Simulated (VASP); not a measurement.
Write the native input for VASP 6.6.1 that does the following.

| Item | Value |
| --- | --- |
| Task | relaxation of cell and atoms |
| Functional | r2SCAN |
| Potentials or basis | VASP PAW PBE potentials, release 64 (Ta_pv) |
| Cutoff | 600 eV |
| k mesh | 24 × 24 × 24 |
| Occupations | fermi-dirac, width 0.08 eV |
| Spin | no spin polarisation |
| Target pressure | 10 GPa |
| Dipole correction | no |
| Further INCAR settings | ALGO = Normal; EDIFF = 1e-07; IBRION = 2; EDIFFG = -0.002; NSW = 100; ISIF = 3 |

Crystal: Ta.

```xyz
1
Lattice="-1.6527 1.6527 1.6527 1.6527 -1.6527 1.6527 1.6527 1.6527 -1.6527" Properties=species:S:1:pos:R:3 pbc="T T T"
Ta    0.0000    0.0000    0.0000
```

One way to write it, as run:

POSCAR

```
Ta
1.0
   -1.6527469160      1.6527469160      1.6527469160
    1.6527469160     -1.6527469160      1.6527469160
    1.6527469160      1.6527469160     -1.6527469160
Ta
1
Direct
    0.0000000000      0.0000000000      0.0000000000
```

INCAR.step1

```
ALGO = Normal
EDIFF = 1E-4
ENCUT = 600
GGA = PE
ISMEAR = -1
LASPH = True
LCHARG = False
LREAL = False
LWAVE = True
NELM = 100
PREC = Accurate
SIGMA = 0.08
```

INCAR.step2

```
ALGO = Normal
EDIFF = 1E-7
EDIFFG = -0.002
ENCUT = 600
IBRION = 2
ISIF = 3
ISMEAR = -1
ISTART = 1
LASPH = True
LCHARG = False
LMIXTAU = True
LREAL = False
LWAVE = False
METAGGA = R2SCAN
NELM = 100
NSW = 100
PREC = Accurate
PSTRESS = 100.0
SIGMA = 0.08
```

KPOINTS

```
k-points
0
Gamma
  24 24 24
```

Potentials or basis: VASP PAW PBE potentials, release 64 (Ta_pv).

The run is started by

```bash
$ cat potpaw_PBE.64/Ta_pv/POTCAR > POTCAR
$ cp INCAR.step1 INCAR
$ mpirun -np 1 vasp_std > vasp.out
$ cp INCAR.step2 INCAR
$ mpirun -np 1 vasp_std > vasp.out
```

It gave:

The relaxed volume is 17.31 Å³/atom and the relaxed cell is a = 2.822 Å, b = 2.822 Å, c = 2.822 Å, α = 109.47°, β = 109.47°, γ = 109.47°. The space group after relaxing (to 0.1 Å) is Im-3m (No. 229), the energy change on relaxing (the run minimises the enthalpy) is +24.2 meV/atom and the ionic steps are 7. The pressure after relaxing is 10.0 GPa and the band gap on the k mesh is zero (an odd number of electrons rules out a gap without spin polarisation).

Caveat: the cell is relaxed towards a set pressure, so the run minimises the enthalpy, not the energy; the PAW data sets were made with another functional, which shifts forces and pressure a little; spin-orbit coupling is left out, which moves the levels of the heavy elements.

Run time: 15 min on 1 thread of Intel(R) Xeon(R) Platinum 8259CL CPU @ 2.50GHz (Skylake/Cascade Lake) (shared host), peak memory 0.25 GiB.
